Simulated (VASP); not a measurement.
Write the native input for VASP 6.6.1 that does the following.

| Quantity | Value |
| --- | --- |
| Task | single point |
| Functional | PBE |
| Potentials or basis | VASP PAW PBE potentials, release 64 (Er_3, B), 4f in core |
| Cutoff | 500 eV |
| k mesh | 6 × 6 × 6 |
| Occupations | gaussian, width 0.1 eV |
| Spin | no spin polarisation |
| Dipole correction | no |
| Mended | yes |
| Further INCAR settings | ALGO = Normal; EDIFF = 1e-06; NBANDS = 13 |

The structure of ErB lies in POSCAR:

```
ErB
1.0
    3.5396542938      0.0000000000      0.0000000000
   -1.7698271469      3.0654305391      0.0000000000
    0.0000000000      0.0000000000      3.4080244442
Er B
1 1
Direct
    0.0000000000      0.0000000000      0.0000000000
    0.3333333333      0.6666666667      0.5000000000
```

The cell was built from a structure type or drawn by symmetry, and may not be a known phase.

One way to write it, as run:

INCAR

```
PREC     = Accurate       # precision mode
ENCUT    = 500            # plane-wave cutoff, eV
EDIFF    = 1E-6           # SCF threshold, eV
ISMEAR   = 0              # smearing method
SIGMA    = 0.1            # smearing width, eV
LREAL    = F              # projectors in reciprocal space
LASPH    = T              # aspherical terms in the spheres
NELM     = 200            # most SCF steps
ALGO     = Normal         # electronic algorithm
ISIF     = 2              # what is computed and relaxed
LWAVE    = F              # write WAVECAR
LCHARG   = F              # write CHGCAR
GGA      = PE             # functional
NBANDS   = 13             # bands
GGA_COMPAT= F            
LMAXMIX  = 6              # l up to which the mixer works
```

KPOINTS

```
regular mesh
0
Gamma
  6 6 6
```

Potentials or basis: VASP PAW PBE potentials, release 64 (Er_3, B), 4f in core.

Command:

```bash
$ cat potpaw_PBE.64/Er_3/POTCAR potpaw_PBE.64/B/POTCAR > POTCAR
$ mpirun -np 1 vasp_std > vasp.out
```

Results of the run:

| Property | Result |
| --- | --- |
| Pressure | 0.5 GPa |
| Band gap on the k mesh | zero (bands 6 and 7 overlap by 1.69 eV) |

Caveat: spin-orbit coupling is left out, which moves the levels of the heavy elements; the 4f electrons are frozen in the core, so they carry no moment and show no levels.

It took 7.2 s on 1 thread of Intel(R) Xeon(R) 6975P-C (Granite Rapids), on a shared host, peak memory 0.16 GiB.
